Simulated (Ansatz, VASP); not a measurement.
## Two plane-wave programs on BaTiO3

```xyz
10
Lattice="4.0339 0.0000 0.0000 0.0104 4.0339 0.0000 0.0208 0.0208 8.0677" Properties=species:S:1:pos:R:3 pbc="T T T"
Ba    0.0000    0.0000    0.0000
Ba    0.0104    0.0104    4.0338
Ti    1.9706    1.9655    1.9604
Ti    1.9810    1.9759    5.9943
O     2.0563    2.0510    0.0746
O     2.0667    2.0614    4.1085
O     0.0852    2.0561    2.0508
O     0.0956    2.0665    6.0846
O     2.0563    0.0799    2.0508
O     2.0667    0.0903    6.0846
```

Alike in both runs: task single point; functional PBE; k mesh 6 × 6 × 3; no spin polarisation.

```csv
,VASP,Ansatz
version,VASP 6.6.1,Ansatz 0.2.0
potentials or method,"VASP PAW PBE potentials, release 64 (Ba_sv, Ti_sv, O), cutoff 520 eV",PAW plane waves
occupations,"fermi-dirac, width 0.1 eV",fermi-dirac
valence electrons in the cell,80,80
```

VASP gave:

| Property | Result |
| --- | --- |
| pressure (GPa) | 2.9 |
| rms of the force components (eV/Å) | 0.052 |

Estimate Ansatz's values.

pressure (GPa): 1.2; rms of the force components (eV/Å): 0.066.

Atom by atom the forces differ by 0.027 eV/Å (rms over components). Ansatz's warnings: structure snapped to symmetry.

Neither program's run includes spin-orbit coupling.
